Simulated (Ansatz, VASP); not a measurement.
# One calculation of Ge, two programs

The input INCAR:

```
ALGO     = Normal         # electronic algorithm
EDIFF    = 1E-7           # SCF threshold, eV
EDIFFG   = -0.02          # ionic threshold
ENCUT    = 600            # plane-wave cutoff, eV
GGA      = RE             # functional
IBRION   = 2              # ionic algorithm
ISIF     = 3              # what is computed and relaxed
ISMEAR   = -1             # smearing method
IVDW     = 12             # dispersion correction
LASPH    = T              # aspherical terms in the spheres
LCHARG   = F              # write CHGCAR
LREAL    = F              # projectors in reciprocal space
LWAVE    = F              # write WAVECAR
NELM     = 60             # most SCF steps
NSW      = 80             # ionic steps
PREC     = Accurate       # precision mode
SIGMA    = 0.05           # smearing width, eV
```

File KPOINTS:

```
k-points
0
Gamma
  10 10 6
```

POSCAR

```
Ge
1.0
    1.4880529250     -2.5946896100      0.0000000000
    1.4880529250      2.5946896100      0.0000000000
    0.0000000000      0.0000000000      4.7275957900
Ge
2
Direct
    0.3334466300      0.6665533700      0.2500000000
    0.6665533700      0.3334466300      0.7500000000
```

Contents of input.yaml:

```yaml
crystal:
  lattice:
    - [1.488052925, -2.59468961, 0.0]
    - [1.488052925, 2.59468961, 0.0]
    - [0.0, 0.0, 4.72759579]
  atoms:
    - { symbol: Ge, position: [0.33344663, 0.66655337, 0.25] }
    - { symbol: Ge, position: [0.66655337, 0.33344663, 0.75] }
kpoints:
  mp_grid: { grid: [10, 10, 6] }
scf:
  occupations: { method: fermi_dirac, width: 0.05 }
hamiltonian:
  xc: revpbe
  dispersion: d3bj
  pseudopotentials: { kind: all_electron, lapw: { basis_error: 0.001 } }
output:
  forces: true
  stress: true
relax:
  f_tol: 0.02
  max_steps: 60
  cell: {}
```

Alike in both runs: task relaxation of cell and atoms; functional revPBE; dispersion D3(BJ); k mesh 10 × 10 × 6; occupations fermi-dirac, width 0.05 eV; no spin polarisation.

|  | VASP | Ansatz |
| --- | --- | --- |
| version | VASP 6.6.1 | Ansatz 0.2.0 |
| potentials or method | VASP PAW PBE potentials, release 64 (Ge_d), cutoff 600 eV | all-electron LAPW, scalar-relativistic |

Ansatz gave:

| Property | Result |
| --- | --- |
| gap on the k mesh at the Fermi level, each at its own relaxed structure (eV) | none |
| relaxed volume (Å³/atom) | 18.16 |
| relaxed cell length with the largest relative difference (Å) | 5.204 |

Estimate VASP's values.

gap on the k mesh at the Fermi level, each at its own relaxed structure (eV): none; relaxed volume (Å³/atom): 18.07; relaxed cell length with the largest relative difference (Å): 4.793.

VASP's potentials were made for PBE, not for revPBE. A gap of «none» marks a metal or a gap that the smearing closes. Ansatz ran all-electron here, and VASP with PAW potentials.
